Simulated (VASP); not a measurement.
# CdS (F-43m) in VASP: a series of runs

The runs below take CdS through single point, with PBEsol.

All numbers are computed with VASP 6.6.1; they aren't measurements. Logs are shortened: lines on timing, memory, paths and dates and some standing lists are left out, and cuts for length are marked.

### 1 The cell of the first run

Symmetry: F-43m, No. 216, cubic system. Conventional cell: a = 5.825 Å, b = 5.825 Å, c = 5.825 Å, α = 90.00°, β = 90.00°, γ = 90.00°. Within 3.3 Å of Cd (site symmetry -43m) lie 4 S at 2.52 Å. S (site symmetry -43m) has 4 Cd at 2.52 Å within 3.3 Å.

### 2 Single point, PBEsol

Input file INCAR:

```
  ALGO = Normal
  EDIFF = 1E-6
  ENCUT = 500
  GGA = PS
  GGA_COMPAT = F
  ISIF = 2
  ISMEAR = 0
  LASPH = T
  LCHARG = F
  LREAL = F
  LWAVE = F
  NBANDS = 16
  NELM = 120
  PREC = Accurate
  SIGMA = 0.01
```

Input file KPOINTS:

```
k-points
0
Gamma
  7 7 7
```

Input file POSCAR:

```
CdS
1.0
    0.0000000000      2.9122910130      2.9122910130
    2.9122910130      0.0000000000      2.9122910130
    2.9122910130      2.9122910130      0.0000000000
Cd S
1 1
Direct
    0.0000000000      0.0000000000      0.0000000000
    0.2500000000      0.2500000000      0.2500000000
```

Potentials or basis: VASP PAW PBE potentials, release 64 (Cd, S).

Started as:

```sh
$ cat potpaw_PBE.64/Cd/POTCAR potpaw_PBE.64/S/POTCAR > POTCAR
$ mpirun -np 1 vasp_std > vasp.out
```

OUTCAR:

```text
EDIFF = 1E-6
   ENCUT = 500
   GGA = PS
   ISIF = 2
   ISMEAR = 0
   LASPH = T
   LREAL = F
   NELM = 120
   PREC = Accurate

 ion  position               nearest neighbor table
   1  0.000  0.000  0.000-   2 2.52   2 2.52   2 2.52   2 2.52
   2  0.250  0.250  0.250-   1 2.52   1 2.52   1 2.52   1 2.52

  LATTYP: Found a face centered cubic cell.
 ALAT       =     5.8245820260

  Lattice vectors:

 A1 = (   0.0000000000,   2.9122910130,   2.9122910130)
 A2 = (   2.9122910130,   0.0000000000,   2.9122910130)
 A3 = (   2.9122910130,   2.9122910130,   0.0000000000)

Analysis of symmetry for initial positions (statically):
=====================================================================
 Subroutine PRICEL returns:
 Original cell was already a primitive cell.

 Routine SETGRP: Setting up the symmetry group for a
 face centered cubic supercell.

 Subroutine GETGRP returns: Found 24 space group operations
 (whereof 24 operations were pure point group operations)
 out of a pool of 48 trial point group operations.

The static configuration has the point symmetry T_d .

Analysis of symmetry for dynamics (positions and initial velocities):
=====================================================================
 Subroutine PRICEL returns:
 Original cell was already a primitive cell.

 Routine SETGRP: Setting up the symmetry group for a
 face centered cubic supercell.

 Subroutine GETGRP returns: Found 24 space group operations
 (whereof 24 operations were pure point group operations)
 out of a pool of 48 trial point group operations.

The dynamic configuration has the point symmetry T_d .

 Subroutine INISYM returns: Found 24 space group operations
 (whereof 24 operations are pure point group operations),
 and found     1 'primitive' translations

----------------------------------------------------------------------------------------

                                     Primitive cell

  volume of cell :      49.4008

  direct lattice vectors                    reciprocal lattice vectors
     0.000000000  2.912291013  2.912291013    -0.171686139  0.171686139  0.171686139
     2.912291013  0.000000000  2.912291013     0.171686139 -0.171686139  0.171686139
     2.912291013  2.912291013  0.000000000     0.171686139  0.171686139 -0.171686139

  length of vectors
     4.118601448  4.118601448  4.118601448     0.297369116  0.297369116  0.297369116

  position of ions in fractional coordinates (direct lattice)
     0.000000000  0.000000000  0.000000000
     0.250000000  0.250000000  0.250000000

  ion indices of the primitive-cell ions
   primitive index   ion index
                 1           1
                 2           2

----------------------------------------------------------------------------------------

 KPOINTS: k-points

Automatic generation of k-mesh.
 Grid dimensions read from file:
 generate k-points for:    7    7    7

 Generating k-lattice:

  Cartesian coordinates                     Fractional coordinates (reciprocal lattice)
    -0.024526591  0.024526591  0.024526591     0.142857143  0.000000000  0.000000000
     0.024526591 -0.024526591  0.024526591     0.000000000  0.142857143  0.000000000
     0.024526591  0.024526591 -0.024526591     0.000000000  0.000000000  0.142857143

  Length of vectors
     0.042481302  0.042481302  0.042481302

  Shift w.r.t. Gamma in fractional coordinates (k-lattice)
     0.000000000  0.000000000  0.000000000

 Subroutine IBZKPT returns following result:
 ===========================================

 Found     20 irreducible k-points:

 Following reciprocal coordinates:
            Coordinates               Weight
  0.000000  0.000000  0.000000      1.000000
  0.142857  0.000000  0.000000      8.000000
  0.285714  0.000000  0.000000      8.000000
  0.428571  0.000000  0.000000      8.000000
  0.142857  0.142857  0.000000      6.000000
  0.285714  0.142857  0.000000     24.000000
[... 12 lines left out ...]
 -0.428571  0.428571  0.142857     24.000000
 -0.285714  0.428571  0.142857     24.000000
   k-points           NKPTS =     20   k-points in BZ     NKDIM =     20   number of bands    NBANDS=     16
   number of dos      NEDOS =    301   number of ions     NIONS =      2
   total plane-waves  NPLWV =  27000
   dimension x,y,z NGX =    30 NGY =   30 NGZ =   30
   dimension x,y,z NGXF=    60 NGYF=   60 NGZF=   60
   ions per type =               1   1
   NGX,Y,Z   is equivalent  to a cutoff of  12.11, 12.11, 12.11 a.u.
   NGXF,Y,Z  is equivalent  to a cutoff of  24.22, 24.22, 24.22 a.u.
 SYSTEM =  unknown system
   PREC   = accura    normal or accurate (medium, high low for compatibility)
   ISTART =      0    job   : 0-new  1-cont  2-samecut
   ICHARG =      2    charge: 1-file 2-atom 10-const
   ISPIN  =      1    spin polarized calculation?
   LNONCOLLINEAR =      F non collinear calculations
   LSORBIT =      F    spin-orbit coupling
   LASPH  =      T    aspherical Exc in radial PAW
   ENCUT  =  500.0 eV  36.75 Ry    6.06 a.u.   7.51  7.51  7.51*2*pi/ulx,y,z
   NELM   =    120;   NELMIN=  2; NELMDL= -5     # of ELM steps
   EDIFF  = 0.1E-05   stopping-criterion for ELM
   LREAL  =      F    real-space projection
   EDIFFG = 0.1E-04   stopping-criterion for IOM
   NSW    =      0    number of steps for IOM
   IBRION =     -1    ionic relax: 0-MD 1-quasi-New 2-CG
   NFREE  =      0    steps in history (QN), initial steepest desc. (CG)
   ISIF   =      2    stress and relaxation
   ISYM   =      2    0-nonsym 1-usesym 2-fastsym
   POTIM  = 0.5000    time-step for ionic-motion
   TEBEG  =    0.0;   TEEND  =   0.0 temperature during run
   PSTRESS=    0.0 pullay stress
   NELECT =      18.0000    total number of electrons
   NUPDOWN=      -1.0000    fix difference up-down
   EMIN   =  10.00;   EMAX   =-10.00  energy-range for DOS
   EFERMI =   0.00;   METHOD = LEGACY
   ISMEAR =     0;   SIGMA  =   0.01  broadening in eV -4-tet -1-fermi 0-gaus
   EFERMI_NEDOS =   21; number of points for ismear=-14 and -15
   IALGO  =     38    algorithm
   IMIX   =      4    mixing-type and parameters
     AMIX     =   0.40;   BMIX     =  1.00
     AMIX_MAG =   1.60;   BMIX_MAG =  1.00
  volume/ion in A,a.u.               =      24.70       166.69
  Fermi-wavevector in a.u.,A,eV,Ry     =   1.169286  2.209631 18.602303  1.367231
  Thomas-Fermi vector in A             =   2.305761
   LORBIT       =      0    0 simple, 1 ext, 2 COOP (PROOUT), +10 PAW based schemes
   GGA     = PS    functional components
   LHFCALC =     F    Hartree Fock is set to
   AEXX    =    0.0000 exact exchange contribution
   IVDW    =     0    specifies the selected vdW correction
   LEPSILON=     F    determine dielectric tensor
   LRPA    =     F    only Hartree local field effects (RPA)
 non-spin polarized calculation
 Gauss-broadening in eV      SIGMA  =   0.01
  energy-cutoff  :      500.00
  volume of cell :       49.40
 maximum number of plane-waves:      1275
 NGX is ok and might be reduce to    30
   NGX = 15   NGY = 15   NGZ = 15

 number of electron      18.0000004 magnetization

 Free energy of the ion-electron system (eV)
  ---------------------------------------------------
  ext. energy  EPLUGINS =         0.00000000
  ---------------------------------------------------
  free energy    TOTEN  =        -6.81243427 eV

  energy without entropy =       -6.81243427  energy(sigma->0) =       -6.81243427

 E-fermi :   1.3168     XC(G=0):  -9.3984

 val. band max:        1.2503607134   @ k =   0.0000   0.0000   0.0000
 cond. band min:       2.2667870311   @ k =   0.0000   0.0000   0.0000
 fundamental gap:      1.0164263177
 Fermi energy:         1.3167642379

 k-point     1 :       0.0000    0.0000    0.0000
  band No.  band energies     occupation
      1     -11.1614      2.00000
      2      -6.4962      2.00000
      3      -6.4962      2.00000
      4      -6.4962      2.00000
      5      -6.0021      2.00000
      6      -6.0021      2.00000
[... 8 lines left out ...]
     15      12.7024      0.00000
     16      12.7024      0.00000

 k-point     2 :       0.1429    0.0000    0.0000
  band No.  band energies     occupation
      1     -11.0785      2.00000
      2      -6.4667      2.00000
      3      -6.4667      2.00000
      4      -6.4262      2.00000
      5      -6.0033      2.00000
      6      -6.0033      2.00000
[... 8 lines left out ...]
     15      11.9697      0.00000
     16      13.0164      0.00000

 k-point     3 :       0.2857    0.0000    0.0000
  band No.  band energies     occupation
      1     -10.8907      2.00000
      2      -6.4096      2.00000
      3      -6.4096      2.00000
      4      -6.1633      2.00000
      5      -5.9934      2.00000
      6      -5.9934      2.00000
[... 8 lines left out ...]
     15      11.9591      0.00000
     16      12.2063      0.00000

 k-point     4 :       0.4286    0.0000    0.0000
  band No.  band energies     occupation
      1     -10.7404      2.00000
      2      -6.3766      2.00000
      3      -6.3766      2.00000
      4      -5.9686      2.00000
      5      -5.9686      2.00000
      6      -5.7239      2.00000
[... 8 lines left out ...]
     15      13.2696      0.00000
     16      13.2696      0.00000
[... 248 lines left out ...]
 k-point    18 :      -0.4286    0.2857    0.1429
  band No.  band energies     occupation
      1     -10.6519      2.00000
      2      -6.3171      2.00000
      3      -6.2800      2.00000
      4      -6.0560      2.00000
      5      -5.9720      2.00000
      6      -5.5486      2.00000
[... 8 lines left out ...]
     15      13.4726      0.00000
     16      14.6306      0.00000

 k-point    19 :      -0.4286    0.4286    0.1429
  band No.  band energies     occupation
      1     -10.6053      2.00000
      2      -6.2702      2.00000
      3      -6.2248      2.00000
      4      -6.1077      2.00000
      5      -5.9465      2.00000
      6      -5.5072      2.00000
[... 8 lines left out ...]
     15      14.2103      0.00000
     16      14.5428      0.00000

 k-point    20 :      -0.2857    0.4286    0.1429
  band No.  band energies     occupation
      1     -10.5941      2.00000
      2      -6.2822      2.00000
      3      -6.2298      2.00000
      4      -6.0555      2.00000
      5      -5.9847      2.00000
      6      -5.3863      2.00000
[... 8 lines left out ...]
     15      13.4930      0.00000
     16      15.2157      0.00000

------------------------ aborting loop because EDIFF is reached ----------------------------------------

  FORCE on cell =-STRESS in cart. coord.  units (eV):
  Direction    XX          YY          ZZ          XY          YZ          ZX
  --------------------------------------------------------------------------------------
  -------------------------------------------------------------------------------------
  Total        0.1192539      0.1192539      0.1192539      0.0000000      0.0000000      0.0000000
  in kB        3.8676665      3.8676665      3.8676665      0.0000000      0.0000000      0.0000000
  external PRESSURE =       3.8676665 kB  Pullay stress =       0.0000000 kB

 VOLUME and BASIS-vectors are now :
 -----------------------------------------------------------------------------
  energy-cutoff  :      500.00
  volume of cell :       49.40
      direct lattice vectors                 reciprocal lattice vectors
     0.000000000  2.912291013  2.912291013    -0.171686139  0.171686139  0.171686139
     2.912291013  0.000000000  2.912291013     0.171686139 -0.171686139  0.171686139
     2.912291013  2.912291013  0.000000000     0.171686139  0.171686139 -0.171686139

 POSITION                                       TOTAL-FORCE (eV/Angst)
 -----------------------------------------------------------------------------------
      0.00000      0.00000      0.00000        -0.000000     -0.000000     -0.000000
      1.45615      1.45615      1.45615         0.000000      0.000000      0.000000
 -----------------------------------------------------------------------------------
    total drift:                               -0.000000     -0.000000     -0.000000

  FREE ENERGIE OF THE ION-ELECTRON SYSTEM (eV)
  ---------------------------------------------------
  free  energy   TOTEN  =        -6.8124342665 eV

  energy  without entropy=       -6.8124342665  energy(sigma->0) =       -6.81243427
```

Run time: 17 s. Hardware: 1 thread of Intel Xeon Platinum 8259CL at 2.50GHz (Skylake/Cascade Lake), shared host; peak memory 0.17 GiB.

What came out:

```
Free energy            : -6.8124 eV
Pressure               : 0.4 GPa
Band gap on the k mesh : 1.02 eV
```

Caveat: the PAW data sets were made with another functional, which shifts forces and pressure a little. PBEsol gaps usually lie below the measured ones, often by a third to a half.

(Continued in part 2 of 2.)
